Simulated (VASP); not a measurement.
# NaYTaP3O12 (R3c) in VASP: electric field gradients with r2SCAN

Aim: the electric field gradients of NaYTaP3O12 with r2SCAN.

Everything below comes from runs of VASP 6.6.1. Logs are shortened: lines on timing, memory, paths and dates and some standing lists are left out, and cuts for length are marked.

## (1) The cell of the first run

It takes space group R3c (No. 161, trigonal). Conventional cell: a = 8.986 Å, b = 8.986 Å, c = 23.223 Å, α = 90.00°, β = 90.00°, γ = 120.00°. Na (site symmetry 3) has 6 O at 2.67 to 2.70 Å and 1 Y at 3.31 Å and 1 Ta at 3.50 Å within 3.5 Å. Y (site symmetry 3) has 6 O at 2.15 to 2.21 Å within 2.8 Å. Ta (site symmetry 3) has 6 O at 2.01 to 2.04 Å within 2.7 Å. Within 2.0 Å of P (site symmetry 1) lie 4 O at 1.50 to 1.61 Å. Within 2.0 Å of O (site symmetry 1) lie 1 P at 1.50 Å. Within 2.1 Å of O (site symmetry 1) lie 1 P at 1.61 Å and 1 Ta at 2.01 Å. O (site symmetry 1) has 1 P at 1.51 Å within 2.0 Å. Within 2.1 Å of O (site symmetry 1) lie 1 P at 1.58 Å and 1 Ta at 2.04 Å.

## (2) Electric field gradients, r2SCAN

The input, POSCAR:

```
NaYTaP3O12
1.0
    4.4927521440      2.5938916598      7.7409502900
   -4.4927521440      2.5938916598      7.7409502900
    0.0000000000     -5.1877833195      7.7409502900
Na Y Ta P O
2 2 2 6 24
Direct
    0.5030990300      0.5030990300      0.5030990300
    0.0030990300      0.0030990300      0.0030990300
    0.6457112700      0.6457112700      0.6457112700
    0.1457112700      0.1457112700      0.1457112700
    0.3524430800      0.3524430800      0.3524430800
    0.8524430800      0.8524430800      0.8524430800
    0.0481343500      0.4646914300      0.7358325300
    0.7358325300      0.0481343500      0.4646914300
    0.4646914300      0.7358325300      0.0481343500
    0.2358325300      0.9646914300      0.5481343500
    0.5481343500      0.2358325300      0.9646914300
    0.9646914300      0.5481343500      0.2358325300
    0.8907935400      0.4907536900      0.7075401200
    0.7075401200      0.8907935400      0.4907536900
    0.4907536900      0.7075401200      0.8907935400
    0.2075401200      0.9907536900      0.3907935400
    0.3907935400      0.2075401200      0.9907536900
    0.9907536900      0.3907935400      0.2075401200
    0.1374136400      0.5038787000      0.2712349100
    0.2712349100      0.1374136400      0.5038787000
    0.5038787000      0.2712349100      0.1374136400
    0.7712349100      0.0038787000      0.6374136400
    0.6374136400      0.7712349100      0.0038787000
    0.0038787000      0.6374136400      0.7712349100
    0.7898499100      0.5898701900      0.3901446300
    0.3901446300      0.7898499100      0.5898701900
    0.5898701900      0.3901446300      0.7898499100
    0.8901446300      0.0898701900      0.2898499100
    0.2898499100      0.8901446300      0.0898701900
    0.0898701900      0.2898499100      0.8901446300
    0.2198218600      0.4522014400      0.5565856900
    0.5565856900      0.2198218600      0.4522014400
    0.4522014400      0.5565856900      0.2198218600
    0.0565856900      0.9522014400      0.7198218600
    0.7198218600      0.0565856900      0.9522014400
    0.9522014400      0.7198218600      0.0565856900
```

The input, INCAR.step1:

```
PREC     = Accurate       # precision mode
ENCUT    = 520            # plane-wave cutoff, eV
ISMEAR   = -1             # smearing method
SIGMA    = 0.02           # smearing width, eV
LREAL    = Auto         
LASPH    = T              # aspherical terms in the spheres
NELM     = 100            # most SCF steps
NBANDS   = 140            # bands
GGA      = PE             # functional
ALGO     = Normal         # electronic algorithm
EDIFF    = 1E-4           # SCF threshold, eV
LWAVE    = T              # write WAVECAR
LCHARG   = F              # write CHGCAR
```

The input, INCAR.step2:

```
PREC     = Accurate       # precision mode
ENCUT    = 520            # plane-wave cutoff, eV
EDIFF    = 1E-8           # SCF threshold, eV
ISMEAR   = -1             # smearing method
SIGMA    = 0.02           # smearing width, eV
LREAL    = Auto         
LASPH    = T              # aspherical terms in the spheres
NELM     = 100            # most SCF steps
ALGO     = Normal         # electronic algorithm
ISIF     = 2              # what is computed and relaxed
LWAVE    = F              # write WAVECAR
LCHARG   = F              # write CHGCAR
METAGGA  = R2SCAN         # meta-GGA
LMIXTAU  = T            
LEFG     = T            
NBANDS   = 140            # bands
ISTART   = 1
```

The input, KPOINTS:

```
regular mesh
0
Gamma
  3 3 3
```

Potentials or basis: VASP PAW PBE potentials, release 64 (Na_pv, Y_sv, Ta_pv, P, O).

Started as:

```sh
cat potpaw_PBE.64/Na_pv/POTCAR potpaw_PBE.64/Y_sv/POTCAR potpaw_PBE.64/Ta_pv/POTCAR potpaw_PBE.64/P/POTCAR potpaw_PBE.64/O/POTCAR > POTCAR
cp INCAR.step1 INCAR
mpirun -np 1 vasp_std > vasp.out
cp INCAR.step2 INCAR
mpirun -np 1 vasp_std > vasp.out
```

OUTCAR:

```text
PREC = Accurate
   ENCUT = 520
   EDIFF = 1E-8
   ISMEAR = -1
   LREAL = Auto
   LASPH = T
   NELM = 100
   ISIF = 2
   METAGGA = R2SCAN
   ISTART = 1

 ion  position               nearest neighbor table
   1  0.503  0.503  0.503-   3 3.31
   2  0.003  0.003  0.003-   4 3.31
   3  0.646  0.646  0.646-  13 2.15  15 2.15  14 2.15  26 2.21  25 2.21  27 2.21   1 3.31   7 3.56
                             9 3.56   8 3.56  10 3.60  12 3.60  11 3.60
   4  0.146  0.146  0.146-  18 2.15  16 2.15  17 2.15  29 2.21  30 2.21  28 2.21   2 3.31  12 3.56
                            10 3.56  11 3.56   9 3.60   7 3.60   8 3.60
   5  0.352  0.352  0.352-  19 2.01  21 2.01  20 2.01  32 2.04  31 2.04  33 2.04
   6  0.852  0.852  0.852-  24 2.01  22 2.01  23 2.01  35 2.04  36 2.04  34 2.04
   7  0.048  0.465  0.736-  13 1.50  30 1.51  31 1.58  24 1.61   3 3.56   4 3.60
   8  0.736  0.048  0.465-  14 1.50  28 1.51  32 1.58  22 1.61   3 3.56   4 3.60
   9  0.465  0.736  0.048-  15 1.50  29 1.51  33 1.58  23 1.61   3 3.56   4 3.60
  10  0.236  0.965  0.548-  16 1.50  26 1.51  34 1.58  20 1.61   4 3.56   3 3.60
  11  0.548  0.236  0.965-  17 1.50  27 1.51  35 1.58  21 1.61   4 3.56   3 3.60
  12  0.965  0.548  0.236-  18 1.50  25 1.51  36 1.58  19 1.61   4 3.56   3 3.60
  13  0.891  0.491  0.708-   7 1.50   3 2.15
  14  0.708  0.891  0.491-   8 1.50   3 2.15
  15  0.491  0.708  0.891-   9 1.50   3 2.15
  16  0.208  0.991  0.391-  10 1.50   4 2.15
  17  0.391  0.208  0.991-  11 1.50   4 2.15
  18  0.991  0.391  0.208-  12 1.50   4 2.15
[... 16 lines left out ...]
  35  0.720  0.057  0.952-  11 1.58   6 2.04
  36  0.952  0.720  0.057-  12 1.58   6 2.04

  LATTYP: Found a trigonal (rhomboedric) cell.
 ALAT       =     9.3185517739
 COS(alpha) =     0.5351015792

  Lattice vectors:

 A1 = (   4.4927521440,   2.5938916598,   7.7409502900)
 A2 = (  -4.4927521440,   2.5938916598,   7.7409502900)
 A3 = (   0.0000000000,  -5.1877833195,   7.7409502900)

Analysis of symmetry for initial positions (statically):
=====================================================================
 Subroutine PRICEL returns:
 Original cell was already a primitive cell.

 Routine SETGRP: Setting up the symmetry group for a
 trigonal (rhombohedral) supercell.

 Subroutine GETGRP returns: Found  6 space group operations
 (whereof  3 operations were pure point group operations)
 out of a pool of 12 trial point group operations.

The static configuration has the point symmetry C_3 .
 The point group associated with its full space group is C_3v.

Analysis of symmetry for dynamics (positions and initial velocities):
=====================================================================
 Subroutine PRICEL returns:
 Original cell was already a primitive cell.

 Routine SETGRP: Setting up the symmetry group for a
 trigonal (rhombohedral) supercell.

 Subroutine GETGRP returns: Found  6 space group operations
 (whereof  3 operations were pure point group operations)
 out of a pool of 12 trial point group operations.

The dynamic configuration has the point symmetry C_3 .
 The point group associated with its full space group is C_3v.

 Subroutine INISYM returns: Found  6 space group operations
 (whereof  3 operations are pure point group operations),
 and found     1 'primitive' translations

----------------------------------------------------------------------------------------

                                     Primitive cell

  volume of cell :     541.2648

  direct lattice vectors                    reciprocal lattice vectors
     4.492752144  2.593891660  7.740950290     0.111290359  0.064253519  0.043061035
    -4.492752144  2.593891660  7.740950290    -0.111290359  0.064253519  0.043061035
     0.000000000 -5.187783320  7.740950290     0.000000000 -0.128507038  0.043061035

  length of vectors
     9.318551774  9.318551774  9.318551774     0.135529744  0.135529744  0.135529744

  position of ions in fractional coordinates (direct lattice)
     0.503099030  0.503099030  0.503099030
     0.003099030  0.003099030  0.003099030
[... 140 lines left out ...]
   EFERMI =   0.00;   METHOD = LEGACY
   ISMEAR =    -1;   SIGMA  =   0.02  broadening in eV -4-tet -1-fermi 0-gaus
   EFERMI_NEDOS =   21; number of points for ismear=-14 and -15
   IALGO  =     38    algorithm
   IMIX   =      4    mixing-type and parameters
     AMIX     =   0.40;   BMIX     =  1.00
     AMIX_MAG =   1.60;   BMIX_MAG =  1.00
  volume/ion in A,a.u.               =      15.04       101.46
  Fermi-wavevector in a.u.,A,eV,Ry     =   1.234338  2.332561 20.729716  1.523591
  Thomas-Fermi vector in A             =   2.369032
   LORBIT       =      0    0 simple, 1 ext, 2 COOP (PROOUT), +10 PAW based schemes
   METAGGA = R2SCAN    functional components
   LHFCALC =     F    Hartree Fock is set to
   AEXX    =    0.0000 exact exchange contribution
   IVDW    =     0    specifies the selected vdW correction
   LEPSILON=     F    determine dielectric tensor
   LRPA    =     F    only Hartree local field effects (RPA)
 non-spin polarized calculation
  energy-cutoff  :      520.00
  volume of cell :      541.26
 maximum number of plane-waves:     14591
 NGX is ok and might be reduce to    70
   NGX = 35   NGY = 35   NGZ = 35

 number of electron     232.0000013 magnetization

 Free energy of the ion-electron system (eV)
  ---------------------------------------------------
  ext. energy  EPLUGINS =         0.00000000
  ---------------------------------------------------
  free energy    TOTEN  =      -443.69049252 eV

  energy without entropy =     -443.69049252  energy(sigma->0) =     -443.69049252

 E-fermi :   0.2852     XC(G=0):  -9.2463

 val. band max:       -0.2949649095   @ k =   0.0000   0.0000   0.0000
 cond. band min:       3.2893510280   @ k =   0.0000   0.0000   0.0000
 fundamental gap:      3.5843159375
 Fermi energy:         0.2852377748

 k-point     1 :       0.0000    0.0000    0.0000
  band No.  band energies     occupation
      1     -40.4247      2.00000
      2     -40.4247      2.00000
      3     -36.8102      2.00000
      4     -36.8100      2.00000
      5     -36.8015      2.00000
      6     -36.8015      2.00000
[... 775 lines left out ...]
    127       6.8348      0.00000
    128       7.2422      0.00000
 [bands above 128 left out]

------------------------ aborting loop because EDIFF is reached ----------------------------------------

  FORCE on cell =-STRESS in cart. coord.  units (eV):
  Direction    XX          YY          ZZ          XY          YZ          ZX
  --------------------------------------------------------------------------------------
  -------------------------------------------------------------------------------------
  Total      -16.3663490    -16.3663490    -17.6183247      0.0000000     -0.0000000     -0.0000000
  in kB      -48.4454025    -48.4454025    -52.1513279      0.0000000     -0.0000000     -0.0000000
  external PRESSURE =     -49.6807110 kB  Pullay stress =       0.0000000 kB

 VOLUME and BASIS-vectors are now :
 -----------------------------------------------------------------------------
  energy-cutoff  :      520.00
  volume of cell :      541.26
      direct lattice vectors                 reciprocal lattice vectors
     4.492752144  2.593891660  7.740950290     0.111290359  0.064253519  0.043061035
    -4.492752144  2.593891660  7.740950290    -0.111290359  0.064253519  0.043061035
     0.000000000 -5.187783320  7.740950290     0.000000000 -0.128507038  0.043061035

 POSITION                                       TOTAL-FORCE (eV/Angst)
 -----------------------------------------------------------------------------------
      0.00000      0.00000     11.68339        -0.000000     -0.000000     -0.055167
      0.00000      0.00000      0.07197        -0.000000     -0.000000     -0.055167
      0.00000      0.00000     14.99526        -0.000000     -0.000000     -0.105438
      0.00000      0.00000      3.38383        -0.000000     -0.000000     -0.105438
      0.00000      0.00000      8.18473        -0.000000      0.000000      0.049452
      0.00000      0.00000     19.79616        -0.000000      0.000000      0.049452
[... 28 lines left out ...]
      2.97976     -2.92590     13.38108        -0.303669     -0.075088      0.000130
      1.04402      4.04349     13.38108         0.216863     -0.225441      0.000130
 -----------------------------------------------------------------------------------
    total drift:                               -0.000000      0.000001      0.002998

  FREE ENERGIE OF THE ION-ELECTRON SYSTEM (eV)
  ---------------------------------------------------
  free  energy   TOTEN  =      -443.6904925208 eV

  energy  without entropy=     -443.6904925208  energy(sigma->0) =     -443.69049252

 Electric field gradients (V/A^2)
---------------------------------------------------------------------
 ion       V_xx      V_yy      V_zz      V_xy      V_xz      V_yz
---------------------------------------------------------------------
   1       2.789     2.789    -5.578    -0.000    -0.000    -0.000
   2       2.789     2.789    -5.578     0.000     0.000    -0.000
   3     -14.538   -14.538    29.076     0.000     0.000    -0.000
   4     -14.538   -14.538    29.076    -0.000    -0.000    -0.000
   5      33.127    33.127   -66.254     0.000     0.000    -0.000
   6      33.127    33.127   -66.254    -0.000    -0.000    -0.000
[... 28 lines left out ...]
  35      88.924   -63.062   -25.862    12.520   -42.470    -9.742
  36     -14.223    40.084   -25.862   -72.072    29.672   -31.909
---------------------------------------------------------------------

 Electric field gradients after diagonalization (V/A^2)
 (convention: |V_zz| > |V_xx| > |V_yy|)
----------------------------------------------------------------------
 ion       V_xx      V_yy      V_zz     asymmetry (V_yy - V_xx)/ V_zz
----------------------------------------------------------------------
   1       2.789     2.789    -5.578       0.000
   2       2.789     2.789    -5.578       0.000
   3     -14.538   -14.538    29.076       0.000
   4     -14.538   -14.538    29.076       0.000
   5      33.127    33.127   -66.254       0.000
   6      33.127    33.127   -66.254       0.000
[... 28 lines left out ...]
  35     -65.496   -38.768   104.264       0.256
  36     -65.496   -38.768   104.264       0.256
----------------------------------------------------------------------

           NMR quadrupolar parameters

 Cq : quadrupolar parameter    Cq=e*Q*V_zz/h
 eta: asymmetry parameters     (V_yy - V_xx)/ V_zz
 Q  : nuclear electric quadrupole moment in mb (millibarn)
----------------------------------------------------------------------
 ion       Cq(MHz)       eta       Q (mb)
----------------------------------------------------------------------
   1      -0.013       0.000       1.000
   2      -0.013       0.000       1.000
   3       0.070       0.000       1.000
   4       0.070       0.000       1.000
   5      -0.160       0.000       1.000
   6      -0.160       0.000       1.000
[... 28 lines left out ...]
  35       0.252       0.256       1.000
  36       0.252       0.256       1.000
----------------------------------------------------------------------
```

Run time: 36 min. Hardware: 1 thread of Intel Xeon 6975P-C (Granite Rapids), shared host; peak memory 1 GiB.

Results:

| Quantity | Value |
| --- | --- |
| Free energy | -443.6905 eV |
| Pressure | -5.0 GPa |
| Largest force | 0.559 eV/Å |
| Band gap on the k mesh | 3.58 eV |
| Largest electric field gradient by atom | Na -5.6; Y +29.1; Ta -66.3; P -48.8; O +79.2, +108.8, +89.2, +104.3 (each value once) V/Å² |

Forces on the atoms (eV/Å):
```
Na   0.000  0.000 -0.055
Na   0.000  0.000 -0.055
Y    0.000  0.000 -0.105
Y    0.000  0.000 -0.105
Ta   0.000  0.000  0.049
Ta   0.000  0.000  0.049
P   -0.055 -0.004 -0.178
P    0.031 -0.045 -0.178
P    0.024  0.049 -0.178
P   -0.024  0.049 -0.178
P   -0.031 -0.045 -0.178
P    0.055 -0.004 -0.178
O    0.243  0.156  0.452
O   -0.256  0.132  0.452
O    0.014 -0.288  0.452
O   -0.014 -0.288  0.452
O    0.256  0.132  0.452
O   -0.243  0.156  0.452
O   -0.145 -0.007 -0.221
O    0.078 -0.122 -0.221
O    0.066  0.129 -0.221
O   -0.066  0.129 -0.221
O   -0.078 -0.122 -0.221
O    0.145 -0.007 -0.221
O    0.313  0.463 -0.016
O   -0.557  0.040 -0.016
O    0.244 -0.503 -0.016
O   -0.244 -0.503 -0.016
O    0.557  0.040 -0.016
O   -0.313  0.463 -0.016
O   -0.217 -0.225  0.000
O    0.304 -0.075  0.000
O   -0.087  0.301  0.000
O    0.087  0.301  0.000
O   -0.304 -0.075  0.000
O    0.217 -0.225  0.000
```

Levels at points of the mesh, in eV from the valence-band top:
```tsv
k point	band 112	band 113	band 114	band 115	band 116	band 117	band 118	band 119	band 120	band 121
(0.00, 0.00, 0.00)	-0.40	-0.25	-0.10	-0.10	0.00	3.58	3.64	3.64	3.84	3.97
```

Electric field gradients, principal values (V/Å²):
```tsv
atom	least	middle	greatest (by size)
1 Na	2.789	2.789	-5.578
2 Na	2.789	2.789	-5.578
3 Y	-14.538	-14.538	29.076
4 Y	-14.538	-14.538	29.076
5 Ta	33.127	33.127	-66.254
6 Ta	33.127	33.127	-66.254
7 P	9.781	38.970	-48.751
8 P	9.781	38.970	-48.751
9 P	9.781	38.970	-48.751
10 P	9.781	38.970	-48.751
11 P	9.781	38.970	-48.751
12 P	9.781	38.970	-48.751
13 O	-35.653	-43.548	79.201
14 O	-35.653	-43.548	79.201
15 O	-35.653	-43.548	79.201
16 O	-35.653	-43.548	79.201
17 O	-35.653	-43.548	79.201
18 O	-35.653	-43.548	79.201
19 O	-49.181	-59.594	108.774
20 O	-49.181	-59.594	108.774
21 O	-49.181	-59.594	108.774
22 O	-49.181	-59.594	108.774
23 O	-49.181	-59.594	108.774
24 O	-49.181	-59.594	108.774
25 O	-38.567	-50.614	89.180
26 O	-38.567	-50.614	89.180
27 O	-38.567	-50.614	89.180
28 O	-38.567	-50.614	89.180
29 O	-38.567	-50.614	89.180
30 O	-38.567	-50.614	89.180
31 O	-38.768	-65.496	104.264
32 O	-38.768	-65.496	104.264
33 O	-38.768	-65.496	104.264
34 O	-38.768	-65.496	104.264
35 O	-38.768	-65.496	104.264
36 O	-38.768	-65.496	104.264
```

Caveat: the cell stands under tension; without QUAD_EFG the Cq values of the log hold for a quadrupole moment of 1 mb, not for the nuclei; the PAW data sets were made with another functional, which shifts forces and pressure a little; spin-orbit coupling is left out, which moves the levels of the heavy elements.
